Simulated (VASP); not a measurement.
**La4H: single point with PBE**

La4H:

```xyz
5
Lattice="6.9286 -1.9046 -0.0289 6.9286 1.9046 -0.0289 -3.0982 0.0000 5.8314" Properties=species:S:1:pos:R:3 pbc="T T T"
La    0.2920    0.0000    2.6219
La    5.6611    0.0000    5.5378
La   10.4670    0.0000    3.1516
La    5.0979    0.0000    0.2357
H     0.0000    0.0000    0.0000
```

* Program: VASP 6.6.1
* Task: single point
* Functional: PBE
* Potentials or basis: VASP PAW PBE potentials, release 64 (La, H)
* Cutoff: 520 eV
* k mesh: 10 × 10 × 6
* Occupations: fermi-dirac, width 0.15 eV
* Spin: no spin polarisation

The pressure is 0.0 GPa. The band gap on the k mesh is zero (an odd number of electrons rules out a gap without spin polarisation).

Levels at points of the mesh, in eV from the Fermi level:
```tsv
k point	band 20	band 21	band 22	band 23	band 24	band 25
(0.00, 0.00, 0.00)	-1.63	-0.44	-0.32	0.26	1.15	1.15
(0.50, 0.00, 0.00)	-0.82	-0.45	-0.27	0.06	0.10	0.61
(0.50, 0.50, 0.00)	-1.32	-1.24	0.13	0.40	0.95	0.97
(0.00, 0.00, 0.50)	-0.83	-0.72	-0.28	0.01	0.19	0.50
(0.50, 0.00, 0.50)	-1.22	-1.21	-0.44	-0.30	0.44	1.06
(0.50, 0.50, 0.50)	-0.90	-0.74	-0.24	0.29	0.32	0.51
```

Wall time 15 min on 1 thread of Intel(R) Xeon(R) 6975P-C (Granite Rapids), on a shared host, peak memory 0.86 GiB.

Caveat: spin-orbit coupling is left out, which moves the levels of the heavy elements.
